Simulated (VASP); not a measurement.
Set up this calculation in VASP 6.6.1, as the native input.

```yaml
Task: electric field gradients
Functional: LDA
Potentials_or_basis: VASP PAW LDA potentials, release 64 (Sr_sv, O)
Cutoff: 520 eV
k_mesh: 8 × 8 × 8
Occupations: fermi-dirac, width 0.02 eV
Spin: no spin polarisation
Dipole_correction: no
Further_INCAR_settings: ALGO = Normal; EDIFF = 1e-08; NBANDS = 15
```

The structure of SrO lies in POSCAR:

```
SrO
1.0
   -0.0770940000      2.5312530000      2.5312530000
    2.5312530000     -0.0770940000      2.5312530000
    2.5312530000      2.5312530000     -0.0770940000
Sr O
1 1
Direct
    0.0000000000      0.0000000000      0.0000000000
    0.5000000000      0.5000000000      0.5000000000
```

This cell differs from its parent crystal: equal xy, yz and zx shear strains of -3 %.

These files were run (other wordings do the same):

INCAR

```
ALGO = Normal ; EDIFF = 1E-8
ENCUT = 520 ; GGA = CA
ISIF = 2 ; ISMEAR = -1
LASPH = True ; LCHARG = False
LEFG = True ; LREAL = False
LWAVE = False ; NBANDS = 15
NELM = 80 ; PREC = Accurate
SIGMA = 0.02
```

KPOINTS

```
k-points
0
Gamma
  8 8 8
```

Potentials or basis: VASP PAW LDA potentials, release 64 (Sr_sv, O).

The run is started by

```bash
$ cat potpaw_LDA.64/Sr_sv/POTCAR potpaw_LDA.64/O/POTCAR > POTCAR
$ mpirun -np 1 vasp_std > vasp.out
```

It gave:

* Pressure: -3.5 GPa
* Band gap on the k mesh: 3.02 eV, indirect (least direct gap 3.13 eV)

Caveat: the cell differs from its parent crystal (equal xy, yz and zx shear strains of -3 %); without QUAD_EFG the Cq values of the log hold for a quadrupole moment of 1 mb, not for the nuclei.

Run time: 32 s on 1 thread of AMD EPYC 7R43 64-Core Processor (Zen 3), on a shared host, peak memory 0.13 GiB.
